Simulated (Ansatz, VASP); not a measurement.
## HfN in VASP and in Ansatz

File INCAR:

```
PREC = Accurate ; ENCUT = 600
EDIFF = 1E-6 ; ISMEAR = -1
SIGMA = 0.03 ; LREAL = False
LASPH = True ; NELM = 120
ALGO = Normal ; ISIF = 2
LWAVE = False ; LCHARG = True
GGA = PE ; LELF = True
LVHAR = True ; NBANDS = 14
GGA_COMPAT = False
```

The input KPOINTS:

```
regular mesh
0
Gamma
  10 10 10
```

File POSCAR:

```
HfN
1.0
    0.0000000000      2.2438384694      2.2438384694
    2.2438384694      0.0000000000      2.2438384694
    2.2438384694      2.2438384694      0.0000000000
Hf N
1 1
Direct
    0.0000000000      0.0000000000      0.0000000000
    0.5000000000      0.5000000000      0.5000000000
```

Input for Ansatz:

```yaml
crystal:
  lattice:
    - [0.0, 2.2438384694, 2.2438384694]
    - [2.2438384694, 0.0, 2.2438384694]
    - [2.2438384694, 2.2438384694, 0.0]
  atoms:
    - { symbol: Hf, position: [0.0, 0.0, 0.0] }
    - { symbol: "N", position: [0.5, 0.5, 0.5] }
kpoints:
  mp_grid: { grid: [10, 10, 10] }
  band_path:
    path:
      - [0.0, 0.0, 0.0]
      - [0.5, 0.0, 0.5]
      - [0.625, 0.25, 0.625]
      - [0.375, 0.375, 0.75]
      - [0.0, 0.0, 0.0]
      - [0.5, 0.5, 0.5]
      - [0.5, 0.25, 0.75]
      - [0.5, 0.0, 0.5]
    npoints: 5
scf:
  occupations: { method: fermi_dirac, width: 0.03 }
hamiltonian:
  xc: pbe
  pseudopotentials: { kind: all_electron, lapw: { basis_error: 0.001 } }
output:
  forces: true
  stress: true
  eigenvalues: true
```

Change from the starting cell: volume scaled by 0.98.

Alike in both runs: task single point; functional PBE; k mesh 10 × 10 × 10; occupations fermi-dirac, width 0.03 eV; no spin polarisation.

|  | VASP | Ansatz |
| --- | --- | --- |
| version | VASP 6.6.1 | Ansatz 0.2.0 |
| potentials or method | VASP PAW PBE potentials, release 64 (Hf_pv, N), cutoff 600 eV | all-electron LAPW, scalar-relativistic |

```tsv
	VASP	Ansatz	Ansatz less VASP
pressure (GPa)	8.9	11.5	+2.60
```

Ansatz ran all-electron here, and VASP with PAW potentials.

Spin-orbit coupling is off throughout.
